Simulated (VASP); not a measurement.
BaGaSiCl, 4 atoms in the cell. Symmetry: P4/mmm, No. 123, tetragonal system. Conventional cell: a = 4.135 Å, b = 4.135 Å, c = 7.125 Å, α = 90.00°, β = 90.00°, γ = 90.00°. Within 3.9 Å of Ba (site symmetry 4/mmm) lie 4 Cl at 2.92 Å and 2 Ga at 3.56 Å. Ga (site symmetry 4/mmm) has 4 Si at 2.92 Å and 2 Ba at 3.56 Å within 3.9 Å. Within 3.9 Å of Si (site symmetry 4/mmm) lie 4 Ga at 2.92 Å and 2 Cl at 3.56 Å. Within 3.9 Å of Cl (site symmetry 4/mmm) lie 4 Ba at 2.92 Å and 2 Si at 3.56 Å. The cell was generated, and may not be a known phase.

| Item | Value |
| --- | --- |
| Program | VASP 6.6.1 |
| Task | single point |
| Functional | PBE |
| Potentials or basis | VASP PAW PBE potentials, release 64 (Ba_sv, Ga_d, Si, Cl) |
| Cutoff | 500 eV |
| k mesh | 3 × 3 × 3 |
| Occupations | gaussian, width 0.15 eV |
| Spin | no spin polarisation |
| Dipole correction | no |
| Further INCAR settings | ALGO = Normal; EDIFF = 1e-06; NBANDS = 25 |

Potentials or basis: VASP PAW PBE potentials, release 64 (Ba_sv, Ga_d, Si, Cl).

Launch:

```bash
$ cat potpaw_PBE.64/Ba_sv/POTCAR potpaw_PBE.64/Ga_d/POTCAR potpaw_PBE.64/Si/POTCAR potpaw_PBE.64/Cl/POTCAR > POTCAR
$ mpirun -np 1 vasp_std > vasp.out
```

Hardware: 1 thread of AMD EPYC 7R13 (shared host).

Q: How long does it take, and how much memory?

A: Wall time 30 s on 1 thread of AMD EPYC 7R13 (shared host), peak memory 0.22 GiB. Counts: scf iterations 14, k points 6.
